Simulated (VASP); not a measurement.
# TiAl5 (P6/mmm) in VASP: further runs

Runs on TiAl5. Level: PBE. Tasks: single point, relaxation of cell and atoms.

All numbers are computed with VASP 6.6.1; they aren't measurements. Logs are shortened: lines on timing, memory, paths and dates and some standing lists are left out, and cuts for length are marked.

## Step 1: The cell of the first run

Symmetry: P6/mmm, No. 191, hexagonal system. The conventional cell has a = 5.029 Å, b = 5.029 Å, c = 4.087 Å, α = 90.00°, β = 90.00°, γ = 120.00°. Within 3.8 Å of Ti (site symmetry 6/mmm) lie 18 Al at 2.90 to 3.24 Å. Within 3.3 Å of Al (site symmetry mmm) lie 8 Al at 2.51 Å and 4 Ti at 3.24 Å. Al (site symmetry -6m2) has 9 Al at 2.51 to 2.90 Å and 3 Ti at 2.90 Å within 3.3 Å.

## Step 2: Single point, PBE

File INCAR:

```
ALGO = Normal
EDIFF = 1E-6
ENCUT = 520
GGA = PE
ISIF = 2
ISMEAR = 0
LASPH = T
LCHARG = F
LREAL = F
LWAVE = F
NBANDS = 22
NELM = 80
PREC = Accurate
SIGMA = 0.1
```

File KPOINTS:

```
k-points
0
Gamma
  6 6 4
```

File POSCAR:

```
TiAl5
1.0
    5.0290785100      0.0000000000      0.0000000000
   -2.5145392500      4.3553097500      0.0000000000
    0.0000000000      0.0000000000      4.0873307000
Ti Al
1 5
Direct
    0.0000000000      0.0000000000      0.0000000000
    0.0000000000      0.5000000000      0.5000000000
    0.3333333300      0.6666666700      0.0000000000
    0.6666666700      0.3333333300      0.0000000000
    0.5000000000      0.0000000000      0.5000000000
    0.5000000000      0.5000000000      0.5000000000
```

Potentials or basis: VASP PAW PBE potentials, release 64 (Ti_sv, Al).

Started as:

```console
> cat potpaw_PBE.64/Ti_sv/POTCAR potpaw_PBE.64/Al/POTCAR > POTCAR
> mpirun -np 1 vasp_std > vasp.out
```

OUTCAR:

```text
EDIFF = 1E-6
   ENCUT = 520
   GGA = PE
   ISIF = 2
   ISMEAR = 0
   LASPH = T
   LREAL = F
   NELM = 80
   PREC = Accurate

 ion  position               nearest neighbor table
   1  0.000  0.000  0.000-   3 2.90   4 2.90   3 2.90   4 2.90   4 2.90   3 2.90
   2  0.000  0.500  0.500-   3 2.51   4 2.51   3 2.51   4 2.51   6 2.51   6 2.51   5 2.51   5 2.51

   3  0.333  0.667  0.000-   5 2.51   5 2.51   2 2.51   2 2.51   6 2.51   6 2.51   1 2.90   4 2.90
                             4 2.90   1 2.90   1 2.90   4 2.90
   4  0.667  0.333  0.000-   5 2.51   5 2.51   2 2.51   2 2.51   6 2.51   6 2.51   1 2.90   3 2.90
                             3 2.90   1 2.90   1 2.90   3 2.90
   5  0.500  0.000  0.500-   3 2.51   4 2.51   3 2.51   4 2.51   6 2.51   6 2.51   2 2.51   2 2.51

   6  0.500  0.500  0.500-   3 2.51   4 2.51   3 2.51   4 2.51   5 2.51   5 2.51   2 2.51   2 2.51

  LATTYP: Found a hexagonal cell.
 ALAT       =     5.0290785100
 C/A-ratio  =     0.8127394893

  Lattice vectors:

 A1 = (   5.0290785100,   0.0000000000,   0.0000000000)
 A2 = (  -2.5145392500,   4.3553097500,   0.0000000000)
 A3 = (   0.0000000000,   0.0000000000,   4.0873307000)

Analysis of symmetry for initial positions (statically):
=====================================================================
 Subroutine PRICEL returns:
 Original cell was already a primitive cell.

 Routine SETGRP: Setting up the symmetry group for a
 hexagonal supercell.

 Subroutine GETGRP returns: Found 24 space group operations
 (whereof 24 operations were pure point group operations)
 out of a pool of 24 trial point group operations.

The static configuration has the point symmetry D_6h.

Analysis of symmetry for dynamics (positions and initial velocities):
=====================================================================
 Subroutine PRICEL returns:
 Original cell was already a primitive cell.

 Routine SETGRP: Setting up the symmetry group for a
 hexagonal supercell.

 Subroutine GETGRP returns: Found 24 space group operations
 (whereof 24 operations were pure point group operations)
 out of a pool of 24 trial point group operations.

The dynamic configuration has the point symmetry D_6h.

 Subroutine INISYM returns: Found 24 space group operations
 (whereof 24 operations are pure point group operations),
 and found     1 'primitive' translations

----------------------------------------------------------------------------------------

                                     Primitive cell

  volume of cell :      89.5256

  direct lattice vectors                    reciprocal lattice vectors
     5.029078510  0.000000000  0.000000000     0.198843585  0.114802397  0.000000000
    -2.514539250  4.355309750  0.000000000     0.000000000  0.229604794  0.000000000
     0.000000000  0.000000000  4.087330700     0.000000000  0.000000000  0.244658452

  length of vectors
     5.029078510  5.029078510  4.087330700     0.229604794  0.229604794  0.244658452

  position of ions in fractional coordinates (direct lattice)
     0.000000000  0.000000000  0.000000000
     0.000000000  0.500000000  0.500000000
     0.333333330  0.666666670  0.000000000
     0.666666670  0.333333330  0.000000000
     0.500000000  0.000000000  0.500000000
     0.500000000  0.500000000  0.500000000

  ion indices of the primitive-cell ions
   primitive index   ion index
                 1           1
                 2           2
                 3           3
                 4           4
                 5           5
                 6           6

----------------------------------------------------------------------------------------

 KPOINTS: k-points

Automatic generation of k-mesh.
 Grid dimensions read from file:
 generate k-points for:    6    6    4

 Generating k-lattice:

  Cartesian coordinates                     Fractional coordinates (reciprocal lattice)
     0.033140597  0.019133733  0.000000000     0.166666667  0.000000000  0.000000000
     0.000000000  0.038267466  0.000000000     0.000000000  0.166666667  0.000000000
     0.000000000  0.000000000  0.061164613     0.000000000  0.000000000  0.250000000

  Length of vectors
     0.038267466  0.038267466  0.061164613

  Shift w.r.t. Gamma in fractional coordinates (k-lattice)
     0.000000000  0.000000000  0.000000000

 Subroutine IBZKPT returns following result:
 ===========================================

 Found     21 irreducible k-points:

 Following reciprocal coordinates:
            Coordinates               Weight
  0.000000  0.000000  0.000000      1.000000
  0.166667  0.000000  0.000000      6.000000
  0.333333  0.000000  0.000000      6.000000
  0.500000  0.000000  0.000000      3.000000
  0.166667  0.166667  0.000000      6.000000
  0.333333  0.166667  0.000000     12.000000
[... 13 lines left out ...]
  0.333333  0.166667  0.500000     12.000000
  0.333333  0.333333  0.500000      2.000000
   k-points           NKPTS =     21   k-points in BZ     NKDIM =     21   number of bands    NBANDS=     22
   number of dos      NEDOS =    301   number of ions     NIONS =      6
   total plane-waves  NPLWV =  48000
   dimension x,y,z NGX =    40 NGY =   40 NGZ =   30
   dimension x,y,z NGXF=    80 NGYF=   80 NGZF=   60
   ions per type =               1   5
   NGX,Y,Z   is equivalent  to a cutoff of  13.22, 13.22, 12.20 a.u.
   NGXF,Y,Z  is equivalent  to a cutoff of  26.45, 26.45, 24.40 a.u.
 SYSTEM =  unknown system
   PREC   = accura    normal or accurate (medium, high low for compatibility)
   ISTART =      0    job   : 0-new  1-cont  2-samecut
   ICHARG =      2    charge: 1-file 2-atom 10-const
   ISPIN  =      1    spin polarized calculation?
   LNONCOLLINEAR =      F non collinear calculations
   LSORBIT =      F    spin-orbit coupling
   LASPH  =      T    aspherical Exc in radial PAW
   ENCUT  =  520.0 eV  38.22 Ry    6.18 a.u.   9.35  9.35  7.60*2*pi/ulx,y,z
   NELM   =     80;   NELMIN=  2; NELMDL= -5     # of ELM steps
   EDIFF  = 0.1E-05   stopping-criterion for ELM
   LREAL  =      F    real-space projection
   EDIFFG = 0.1E-04   stopping-criterion for IOM
   NSW    =      0    number of steps for IOM
   IBRION =     -1    ionic relax: 0-MD 1-quasi-New 2-CG
   NFREE  =      0    steps in history (QN), initial steepest desc. (CG)
   ISIF   =      2    stress and relaxation
   ISYM   =      2    0-nonsym 1-usesym 2-fastsym
   POTIM  = 0.5000    time-step for ionic-motion
   TEBEG  =    0.0;   TEEND  =   0.0 temperature during run
   PSTRESS=    0.0 pullay stress
   NELECT =      27.0000    total number of electrons
   NUPDOWN=      -1.0000    fix difference up-down
   EMIN   =  10.00;   EMAX   =-10.00  energy-range for DOS
   EFERMI =   0.00;   METHOD = LEGACY
   ISMEAR =     0;   SIGMA  =   0.10  broadening in eV -4-tet -1-fermi 0-gaus
   EFERMI_NEDOS =   21; number of points for ismear=-14 and -15
   IALGO  =     38    algorithm
   IMIX   =      4    mixing-type and parameters
     AMIX     =   0.40;   BMIX     =  1.00
     AMIX_MAG =   1.60;   BMIX_MAG =  1.00
  volume/ion in A,a.u.               =      14.92       100.69
  Fermi-wavevector in a.u.,A,eV,Ry     =   1.097860  2.074655 16.399059  1.205297
  Thomas-Fermi vector in A             =   2.234228
   LORBIT       =      0    0 simple, 1 ext, 2 COOP (PROOUT), +10 PAW based schemes
   GGA     = PE    functional components
   LHFCALC =     F    Hartree Fock is set to
   AEXX    =    0.0000 exact exchange contribution
   IVDW    =     0    specifies the selected vdW correction
   LEPSILON=     F    determine dielectric tensor
   LRPA    =     F    only Hartree local field effects (RPA)
 non-spin polarized calculation
 Gauss-broadening in eV      SIGMA  =   0.10
  energy-cutoff  :      520.00
  volume of cell :       89.53
 maximum number of plane-waves:      2439
 NGX is ok and might be reduce to    40
   NGX = 19   NGY = 19   NGZ = 15

 number of electron      27.0000007 magnetization

 Free energy of the ion-electron system (eV)
  ---------------------------------------------------
  ext. energy  EPLUGINS =         0.00000000
  ---------------------------------------------------
  free energy    TOTEN  =       -25.01113135 eV

  energy without entropy =      -24.98492810  energy(sigma->0) =      -24.99802973

 E-fermi :   9.0747     XC(G=0): -10.7754

 val. band max:        9.0225992271   @ k =   0.3333   0.1667   0.2500
 cond. band min:       9.0868820957   @ k =   0.0000   0.0000   0.2500
 fundamental gap:      0.0642828686
 Fermi energy:         9.0746939286

 k-point     1 :       0.0000    0.0000    0.0000
  band No.  band energies     occupation
      1     -48.0767      2.00000
      2     -24.5105      2.00000
      3     -24.2447      2.00000
      4     -24.2447      2.00000
      5      -2.5127      2.00000
      6       3.0761      2.00000
[... 14 lines left out ...]
     21      12.0444      0.00000
     22      14.0103      0.00000

 k-point     2 :       0.1667    0.0000    0.0000
  band No.  band energies     occupation
      1     -48.0766      2.00000
      2     -24.5105      2.00000
      3     -24.2451      2.00000
      4     -24.2448      2.00000
      5      -2.3158      2.00000
      6       2.0404      2.00000
[... 14 lines left out ...]
     21      12.8678      0.00000
     22      13.0017      0.00000

 k-point     3 :       0.3333    0.0000    0.0000
  band No.  band energies     occupation
      1     -48.0766      2.00000
      2     -24.5104      2.00000
      3     -24.2459      2.00000
      4     -24.2450      2.00000
      5      -1.7574      2.00000
      6       0.6758      2.00000
[... 14 lines left out ...]
     21      12.6666      0.00000
     22      13.1332      0.00000
[... 401 lines left out ...]
 k-point    20 :       0.3333    0.1667    0.5000
  band No.  band energies     occupation
      1     -48.0763      2.00000
      2     -24.5194      2.00000
      3     -24.2451      2.00000
      4     -24.2443      2.00000
      5       0.3586      2.00000
      6       1.4017      2.00000
[... 14 lines left out ...]
     21      13.4361      0.00000
     22      13.8231      0.00000

 k-point    21 :       0.3333    0.3333    0.5000
  band No.  band energies     occupation
      1     -48.0763      2.00000
      2     -24.5194      2.00000
      3     -24.2449      2.00000
      4     -24.2449      2.00000
      5       0.9792      2.00000
      6       0.9792      2.00000
[... 14 lines left out ...]
     21      12.2476      0.00000
     22      14.3457      0.00000

------------------------ aborting loop because EDIFF is reached ----------------------------------------

  FORCE on cell =-STRESS in cart. coord.  units (eV):
  Direction    XX          YY          ZZ          XY          YZ          ZX
  --------------------------------------------------------------------------------------
  -------------------------------------------------------------------------------------
  Total        8.5846668      8.5846668     13.4070660      0.0000000     -0.0000000      0.0000000
  in kB      153.6338039    153.6338041    239.9369262      0.0000002     -0.0000000      0.0000000
  external PRESSURE =     182.4015114 kB  Pullay stress =       0.0000000 kB

 VOLUME and BASIS-vectors are now :
 -----------------------------------------------------------------------------
  energy-cutoff  :      520.00
  volume of cell :       89.53
      direct lattice vectors                 reciprocal lattice vectors
     5.029078510  0.000000000  0.000000000     0.198843585  0.114802397  0.000000000
    -2.514539250  4.355309750  0.000000000     0.000000000  0.229604794  0.000000000
     0.000000000  0.000000000  4.087330700     0.000000000  0.000000000  0.244658452

 POSITION                                       TOTAL-FORCE (eV/Angst)
 -----------------------------------------------------------------------------------
      0.00000      0.00000      0.00000        -0.000000      0.000000     -0.000000
     -1.25727      2.17765      2.04367        -0.000000      0.000000     -0.000000
     -0.00000      2.90354      0.00000        -0.000000      0.000000     -0.000000
      2.51454      1.45177      0.00000         0.000000     -0.000000      0.000000
      2.51454      0.00000      2.04367         0.000000      0.000000     -0.000000
      1.25727      2.17765      2.04367         0.000000      0.000000     -0.000000
 -----------------------------------------------------------------------------------
    total drift:                               -0.000000      0.000000     -0.000000

  FREE ENERGIE OF THE ION-ELECTRON SYSTEM (eV)
  ---------------------------------------------------
  free  energy   TOTEN  =       -25.0111313507 eV

  energy  without entropy=      -24.9849281035  energy(sigma->0) =      -24.99802973
```

Wall time 34 s (1 thread of AMD EPYC 9R14 (Zen 4), shared host); peak memory 0.18 GiB.

What came out:

- Free energy: -25.0111 eV
- Pressure: 18.2 GPa

Caveat: the k points lie up to 0.38 Å⁻¹ apart.

## Step 3: Single point, PBE

This run uses another cell than the first one, of 17.39 Å³/atom, 1.165 times its volume.

File INCAR:

```
SYSTEM = TiAl5
PREC = Accurate
ENCUT = 520
EDIFF = 1E-6
ISMEAR = 0
SIGMA = 0.1
LREAL = .FALSE.
LASPH = .TRUE.
NELM = 100
ALGO = Normal
ISIF = 2
LWAVE = .FALSE.
LCHARG = .TRUE.
GGA = PE
LELF = .TRUE.
LVHAR = .TRUE.
NBANDS = 22
```

File KPOINTS:

```
regular mesh
0
G
  6 6 4
  0 0 0
```

File POSCAR:

```
TiAl5
1.0
    5.2383392904     -0.0000000030      0.0000000000
   -2.6191696426      4.5365349006      0.0000000000
    0.0000000000      0.0000000000      4.3906100647
Ti Al
1 5
Direct
    0.0000000000      0.0000000000      0.0000000000
    0.0000000000      0.5000000000      0.5000000000
    0.3333333333      0.6666666667      0.0000000000
    0.6666666667      0.3333333333      0.0000000000
    0.5000000000      0.0000000000      0.5000000000
    0.5000000000      0.5000000000      0.5000000000
```

Potentials or basis: VASP PAW PBE potentials, release 64 (Ti_sv, Al).

Started as:

```console
> cat potpaw_PBE.64/Ti_sv/POTCAR potpaw_PBE.64/Al/POTCAR > POTCAR
> mpirun -np 1 vasp_std > vasp.out
```

It took 45 s on 1 thread of AMD EPYC 9R14 (Zen 4), shared host; peak memory 0.2 GiB.

It converged, with:

```yaml
Free_energy: -25.8069 eV
Pressure: 0.2 GPa
```

Stress tensor (GPa, compression positive):
```
0.16 0.00 0.00
0.00 0.16 0.00
0.00 0.00 0.31
```

Levels at points of the mesh, in eV from the Fermi level:
```csv
k point,band 10,band 11,band 12,band 13,band 14,band 15,band 16,band 17,band 18,band 19
"(0.00, 0.00, 0.00)",-2.93,-2.31,-2.31,-0.38,0.26,0.26,1.07,1.41,1.41,2.38
"(0.50, 0.00, 0.00)",-1.66,-1.47,-1.42,-0.54,-0.18,0.12,1.35,1.55,1.81,2.36
"(0.00, 0.00, 0.50)",-2.30,-1.97,-1.97,-1.86,-1.86,0.26,0.26,0.79,1.30,2.18
"(0.50, 0.00, 0.50)",-2.97,-2.97,-1.79,-0.06,0.45,0.89,1.32,1.57,2.57,3.03
```

(Part 1 of 2 ends here.)
